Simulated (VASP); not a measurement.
# Os (I4/mmm) in VASP: a series of runs

Os is run at these levels: r2SCAN; tasks: single point.

Program: VASP 6.6.1. These are calculated values, not measurements. Logs are shortened: lines on timing, memory, paths and dates and some standing lists are left out, and cuts for length are marked.

## (1) The cell of the first run

It takes space group I4/mmm (No. 139, tetragonal). The conventional cell has a = 2.665 Å, b = 2.665 Å, c = 4.145 Å, α = 90.00°, β = 90.00°, γ = 90.00°. Os (site symmetry 4/mmm) has 12 Os at 2.66 to 2.80 Å within 3.5 Å.

## (2) Single point, r2SCAN

Input file POSCAR:

```
Os
1.0
    0.0000000000      1.8841785005      2.0725963505
    1.8841785005      0.0000000000      2.0725963505
    1.8841785005      1.8841785005      0.0000000000
Os
1
Direct
    0.0000000000      0.0000000000      0.0000000000
```

Input file INCAR.step1:

```
PREC     = Accurate       # precision mode
ENCUT    = 520            # plane-wave cutoff, eV
ISMEAR   = 0              # smearing method
SIGMA    = 0.15           # smearing width, eV
LREAL    = F              # projectors in reciprocal space
LASPH    = T              # aspherical terms in the spheres
NELM     = 80             # most SCF steps
NBANDS   = 10             # bands
GGA      = PE             # functional
ALGO     = Normal         # electronic algorithm
EDIFF    = 1E-4           # SCF threshold, eV
LWAVE    = T              # write WAVECAR
LCHARG   = F              # write CHGCAR
```

Input file INCAR.step2:

```
PREC     = Accurate       # precision mode
ENCUT    = 520            # plane-wave cutoff, eV
EDIFF    = 1E-6           # SCF threshold, eV
ISMEAR   = 0              # smearing method
SIGMA    = 0.15           # smearing width, eV
LREAL    = F              # projectors in reciprocal space
LASPH    = T              # aspherical terms in the spheres
NELM     = 80             # most SCF steps
ALGO     = Normal         # electronic algorithm
ISIF     = 2              # what is computed and relaxed
LWAVE    = F              # write WAVECAR
LCHARG   = F              # write CHGCAR
METAGGA  = R2SCAN         # meta-GGA
LMIXTAU  = T            
NBANDS   = 10             # bands
ISTART   = 1
```

Input file KPOINTS:

```
Automatic mesh
0
Gamma
  24 24 24
```

Potentials or basis: VASP PAW PBE potentials, release 64 (Os).

Started as:

```console
> cat potpaw_PBE.64/Os/POTCAR > POTCAR
> cp INCAR.step1 INCAR
> mpirun -np 1 vasp_std > vasp.out
> cp INCAR.step2 INCAR
> mpirun -np 1 vasp_std > vasp.out
```

OUTCAR:

```text
PREC = Accurate
   ENCUT = 520
   EDIFF = 1E-6
   ISMEAR = 0
   LREAL = F
   LASPH = T
   NELM = 80
   ISIF = 2
   METAGGA = R2SCAN
   ISTART = 1

 ion  position               nearest neighbor table
   1  0.000  0.000  0.000-

  LATTYP: Found a body centered tetragonal cell.
 ALAT       =     2.6646307893
 C/A-ratio  =     1.5556349186

  Lattice vectors:

 A1 = (  -1.8841785005,   0.0000000000,   2.0725963505)
 A2 = (   1.8841785005,   0.0000000000,   2.0725963505)
 A3 = (   0.0000000000,   1.8841785005,  -2.0725963505)

Analysis of symmetry for initial positions (statically):
=====================================================================
 Subroutine PRICEL returns:
 Original cell was already a primitive cell.

 Routine SETGRP: Setting up the symmetry group for a
 body centered tetragonal supercell.

 Subroutine GETGRP returns: Found 16 space group operations
 (whereof 16 operations were pure point group operations)
 out of a pool of 16 trial point group operations.

The static configuration has the point symmetry D_4h.

Analysis of symmetry for dynamics (positions and initial velocities):
=====================================================================
 Subroutine PRICEL returns:
 Original cell was already a primitive cell.

 Routine SETGRP: Setting up the symmetry group for a
 body centered tetragonal supercell.

 Subroutine GETGRP returns: Found 16 space group operations
 (whereof 16 operations were pure point group operations)
 out of a pool of 16 trial point group operations.

The dynamic configuration has the point symmetry D_4h.

 Subroutine INISYM returns: Found 16 space group operations
 (whereof 16 operations are pure point group operations),
 and found     1 'primitive' translations

----------------------------------------------------------------------------------------

                                     Primitive cell

  volume of cell :      14.7160

  direct lattice vectors                    reciprocal lattice vectors
     0.000000000  1.884178501  2.072596351    -0.265367639  0.265367639  0.241243308
     1.884178501  0.000000000  2.072596351     0.265367639 -0.265367639  0.241243308
     1.884178501  1.884178501  0.000000000     0.265367639  0.265367639 -0.241243308

  length of vectors
     2.801032712  2.801032712  2.664630789     0.446137088  0.446137088  0.446137088
[... 82 lines left out ...]
   NSW    =      0    number of steps for IOM
   IBRION =     -1    ionic relax: 0-MD 1-quasi-New 2-CG
   NFREE  =      0    steps in history (QN), initial steepest desc. (CG)
   ISIF   =      2    stress and relaxation
   ISYM   =      2    0-nonsym 1-usesym 2-fastsym
   POTIM  = 0.5000    time-step for ionic-motion
   TEBEG  =    0.0;   TEEND  =   0.0 temperature during run
   PSTRESS=    0.0 pullay stress
   NELECT =       8.0000    total number of electrons
   NUPDOWN=      -1.0000    fix difference up-down
   EMIN   =  10.00;   EMAX   =-10.00  energy-range for DOS
   EFERMI =   0.00;   METHOD = LEGACY
   ISMEAR =     0;   SIGMA  =   0.15  broadening in eV -4-tet -1-fermi 0-gaus
   EFERMI_NEDOS =   21; number of points for ismear=-14 and -15
   IALGO  =     38    algorithm
   IMIX   =      4    mixing-type and parameters
     AMIX     =   0.40;   BMIX     =  1.00
     AMIX_MAG =   1.60;   BMIX_MAG =  1.00
  volume/ion in A,a.u.               =      14.72        99.31
  Fermi-wavevector in a.u.,A,eV,Ry     =   1.336109  2.524880 24.288947  1.785187
  Thomas-Fermi vector in A             =   2.464761
   LORBIT       =      0    0 simple, 1 ext, 2 COOP (PROOUT), +10 PAW based schemes
   METAGGA = R2SCAN    functional components
   LHFCALC =     F    Hartree Fock is set to
   AEXX    =    0.0000 exact exchange contribution
   IVDW    =     0    specifies the selected vdW correction
   LEPSILON=     F    determine dielectric tensor
   LRPA    =     F    only Hartree local field effects (RPA)
 non-spin polarized calculation
 Gauss-broadening in eV      SIGMA  =   0.15
  energy-cutoff  :      520.00
  volume of cell :       14.72
 maximum number of plane-waves:       410
 NGX is ok and might be reduce to    24

 number of electron       8.0000000 magnetization

 Free energy of the ion-electron system (eV)
  ---------------------------------------------------
  ext. energy  EPLUGINS =         0.00000000
  ---------------------------------------------------
  free energy    TOTEN  =       -52.73302419 eV

  energy without entropy =      -52.72443597  energy(sigma->0) =      -52.72873008

 E-fermi :   8.4220     XC(G=0): -15.0496

 val. band max:        8.4185676638   @ k =  -0.2917  -0.0000   0.2083
 cond. band min:       8.4245272116   @ k =   0.5000   0.2917   0.2083
 fundamental gap:      0.0059595478
 Fermi energy:         8.4219600810

 k-point     1 :       0.0000    0.0000    0.0000
  band No.  band energies     occupation
      1      -2.4491      2.00000
      2       4.5939      2.00000
      3       6.0549      2.00000
      4       6.0549      2.00000
      5       7.3993      2.00000
      6       9.2937      0.00000
      7      23.5238      0.00000
      8      27.2480      0.00000
      9      30.3050      0.00000
     10      30.3050      0.00000
[... 287 lines left out ...]
 k-point    24 :       0.4583    0.0417    0.0000
  band No.  band energies     occupation
      1       0.8932      2.00000
      2       4.6362      2.00000
      3       6.1837      2.00000
      4       7.5434      2.00000
      5      10.3817      0.00000
      6      10.8610      0.00000
      7      17.9213      0.00000
      8      23.0264      0.00000
      9      29.4008      0.00000
     10      30.2775      0.00000

 [... further k-points ...]

------------------------ aborting loop because EDIFF is reached ----------------------------------------

  FORCE on cell =-STRESS in cart. coord.  units (eV):
  Direction    XX          YY          ZZ          XY          YZ          ZX
  --------------------------------------------------------------------------------------
  -------------------------------------------------------------------------------------
  Total       -0.3171114     -0.3171114     -3.3663477      0.0000000     -0.0000000      0.0000000
  in kB      -34.5249914    -34.5249914   -366.5057075      0.0000000     -0.0000000      0.0000000
  external PRESSURE =    -145.1852301 kB  Pullay stress =       0.0000000 kB

 VOLUME and BASIS-vectors are now :
 -----------------------------------------------------------------------------
  energy-cutoff  :      520.00
  volume of cell :       14.72
      direct lattice vectors                 reciprocal lattice vectors
     0.000000000  1.884178501  2.072596351    -0.265367639  0.265367639  0.241243308
     1.884178501  0.000000000  2.072596351     0.265367639 -0.265367639  0.241243308
     1.884178501  1.884178501  0.000000000     0.265367639  0.265367639 -0.241243308

 POSITION                                       TOTAL-FORCE (eV/Angst)
 -----------------------------------------------------------------------------------
      0.00000      0.00000      0.00000         0.000000     -0.000000      0.000000
 -----------------------------------------------------------------------------------
    total drift:                                0.000000      0.000000     -0.000000

  FREE ENERGIE OF THE ION-ELECTRON SYSTEM (eV)
  ---------------------------------------------------
  free  energy   TOTEN  =       -52.7330241940 eV

  energy  without entropy=      -52.7244359748  energy(sigma->0) =      -52.72873008
```

Run time: 5.5 min. Hardware: 1 thread of Intel Xeon Platinum 8259CL at 2.50GHz (Skylake/Cascade Lake), shared host; peak memory 0.28 GiB.

What came out:

```
Free energy            : -52.7330 eV
Pressure               : -14.5 GPa
Band gap on the k mesh : zero (bands 4 and 5 overlap by 4.20 eV)
```

Levels at points of the mesh, in eV from the Fermi level:
```tsv
k point	band 1	band 2	band 3	band 4	band 5	band 6	band 7	band 8	band 9
(0.00, 0.00, 0.00)	-10.87	-3.83	-2.37	-2.37	-1.02	0.87	15.10	18.83	21.88
(0.50, 0.00, 0.00)	-7.59	-3.75	-2.36	-0.23	2.00	2.60	8.91	14.31	20.37
(0.50, 0.50, 0.00)	-7.52	-6.69	0.97	2.41	2.90	2.90	10.39	13.76	13.76
(0.50, 0.00, 0.50)	-7.39	-6.68	2.04	2.24	3.01	3.71	11.45	12.61	13.06
```

Caveat: the stress differs along the axes, from -37 to -3 GPa; the PAW data sets were made with another functional, which shifts forces and pressure a little; spin-orbit coupling is left out, which moves the levels of the heavy elements.

## (3) Single point, r2SCAN

This run uses another cell than the first one, of the same volume but with other edges.

Input file POSCAR:

```
Os
1.0
    0.0000000000      2.2453384845      1.4594700149
    2.2453384845      0.0000000000      1.4594700149
    2.2453384845      2.2453384845      0.0000000000
Os
1
Direct
    0.0000000000      0.0000000000      0.0000000000
```

Input file INCAR.step1:

```
PREC = Accurate ; ENCUT = 520
ISMEAR = 0 ; SIGMA = 0.15
LREAL = F ; LASPH = T
NELM = 100 ; NBANDS = 10
GGA = PE ; ALGO = Normal
EDIFF = 1E-4 ; LWAVE = T
LCHARG = F
```

Input file INCAR.step2:

```
PREC = Accurate ; ENCUT = 520
EDIFF = 1E-7 ; ISMEAR = 0
SIGMA = 0.15 ; LREAL = F
LASPH = T ; NELM = 100
ALGO = Normal ; ISIF = 2
LWAVE = F ; LCHARG = F
METAGGA = R2SCAN ; LMIXTAU = T
NBANDS = 10 ; ISTART = 1
```

Input file KPOINTS:

```
regular mesh
0
Gamma
  24 24 24
```

Potentials or basis: VASP PAW PBE potentials, release 64 (Os).

Started as:

```console
> cat potpaw_PBE.64/Os/POTCAR > POTCAR
> cp INCAR.step1 INCAR
> mpirun -np 1 vasp_std > vasp.out
> cp INCAR.step2 INCAR
> mpirun -np 1 vasp_std > vasp.out
```

Wall time 8.1 min (1 thread of Intel Xeon Platinum 8259CL at 2.50GHz (Skylake/Cascade Lake), shared host); peak memory 0.28 GiB.

The run converged. Its results:

- Free energy: -52.1447 eV
- Pressure: -5.4 GPa
- Band gap on the k mesh: zero (bands 4 and 5 overlap by 4.54 eV)

Stress tensor (GPa, compression positive):
```
 -0.10   0.00   0.00
  0.00  -0.10   0.00
  0.00   0.00 -15.99
```

Levels at points of the mesh, in eV from the Fermi level:
| k point | band 2 | band 3 | band 4 | band 5 | band 6 | band 7 |
| --- | --- | --- | --- | --- | --- | --- |
| (0.00, 0.00, 0.00) | -4.12 | -3.00 | -3.00 | -0.78 | 0.58 | 16.49 |
| (0.50, 0.00, 0.00) | -5.88 | -0.18 | 0.02 | 1.34 | 3.18 | 9.53 |
| (0.50, 0.50, 0.00) | -7.36 | 2.31 | 2.31 | 2.59 | 7.29 | 7.29 |
| (0.50, 0.00, 0.50) | -4.74 | -1.10 | -0.70 | 0.19 | 3.06 | 8.68 |

Caveat: the stress differs along the axes, from -16 to -0 GPa; the PAW data sets were made with another functional, which shifts forces and pressure a little; spin-orbit coupling is left out, which moves the levels of the heavy elements.

## (4) Single point, r2SCAN

This run uses another cell than the first one, of the same volume but with other edges.

Input file POSCAR:

```
Os
1.0
    0.0000000000      1.6991140039      2.5486710059
    1.6991140039      0.0000000000      2.5486710059
    1.6991140039      1.6991140039      0.0000000000
Os
1
Direct
    0.0000000000      0.0000000000      0.0000000000
```

Input file INCAR.step1:

```
SYSTEM = Os
  PREC = Accurate
  ENCUT = 520
  ISMEAR = 0
  SIGMA = 0.15
  LREAL = .FALSE.
  LASPH = .TRUE.
  NELM = 100
  NBANDS = 10
  GGA = PE
  ALGO = Normal
  EDIFF = 1E-4
  LWAVE = .TRUE.
  LCHARG = .FALSE.
```

Input file INCAR.step2:

```
SYSTEM = Os
  PREC = Accurate
  ENCUT = 520
  EDIFF = 1E-7
  ISMEAR = 0
  SIGMA = 0.15
  LREAL = .FALSE.
  LASPH = .TRUE.
  NELM = 100
  ALGO = Normal
  ISIF = 2
  LWAVE = .FALSE.
  LCHARG = .TRUE.
  METAGGA = R2SCAN
  LMIXTAU = .TRUE.
  LELF = .TRUE.
  LVHAR = .TRUE.
  NBANDS = 10
  ISTART = 1
```

Input file KPOINTS:

```
regular mesh
0
G
  24 24 24
  0 0 0
```

Started as:

```console
> cat potpaw_PBE.64/Os/POTCAR > POTCAR
> cp INCAR.step1 INCAR
> mpirun -np 1 vasp_std > vasp.out
> cp INCAR.step2 INCAR
> mpirun -np 1 vasp_std > vasp.out
```

It took 5 min on 1 thread of Intel Xeon Platinum 8259CL at 2.50GHz (Skylake/Cascade Lake), shared host; peak memory 0.28 GiB.

Results (log left out):

* Free energy: -51.2100 eV
* Pressure: 27.9 GPa
* Band gap on the k mesh: zero (bands 4 and 5 overlap by 4.03 eV)

Stress tensor (GPa, compression positive):
```
 62.41   0.00   0.00
  0.00  62.41   0.00
  0.00   0.00 -41.25
```

Levels at points of the mesh, in eV from the Fermi level:
| k point | band 2 | band 3 | band 4 | band 5 | band 6 | band 7 |
| --- | --- | --- | --- | --- | --- | --- |
| (0.00, 0.00, 0.00) | -6.91 | -4.99 | -0.13 | -0.13 | 3.32 | 13.47 |
| (0.50, 0.00, 0.00) | -5.86 | -0.98 | 0.01 | 1.26 | 1.92 | 10.75 |
| (0.50, 0.50, 0.00) | -7.67 | -2.37 | 2.30 | 2.30 | 3.60 | 5.01 |
| (0.50, 0.00, 0.50) | -6.12 | -1.35 | 0.50 | 5.60 | 6.59 | 9.57 |

Caveat: the stress differs along the axes, from -41 to 62 GPa; the PAW data sets were made with another functional, which shifts forces and pressure a little; spin-orbit coupling is left out, which moves the levels of the heavy elements.

## (5) Summary

```csv
cell,gap on the mesh (eV),pressure (GPa)
"a = 2.801, b = 2.801, c = 2.665 Å, angles 61.6, 61.6, 56.8°, 1 atom",none,-14.5
"a = 2.678, b = 2.678, c = 3.175 Å, angles 53.6, 53.6, 72.7°, 1 atom",none,-5.4
"a = 3.063, b = 3.063, c = 2.403 Å, angles 66.9, 66.9, 46.2°, 1 atom",none,27.9
```

Alike in all rows: task single point; level r2SCAN; potentials or basis VASP PAW PBE potentials, release 64 (Os); no spin polarisation; k mesh 24 × 24 × 24; cutoff (eV) 520; smearing gaussian 0.15 eV.

Caveats: the PAW data sets were made with another functional, which shifts forces and pressure a little; spin-orbit coupling is left out, which moves the levels of the heavy elements; the stress differs along the axes, from -37 to -3 GPa (at least some runs); the stress differs along the axes, from -16 to -0 GPa (at least some runs); the stress differs along the axes, from -41 to 62 GPa (at least some runs).

Absolute energies hang on the potentials; compare differences alone.
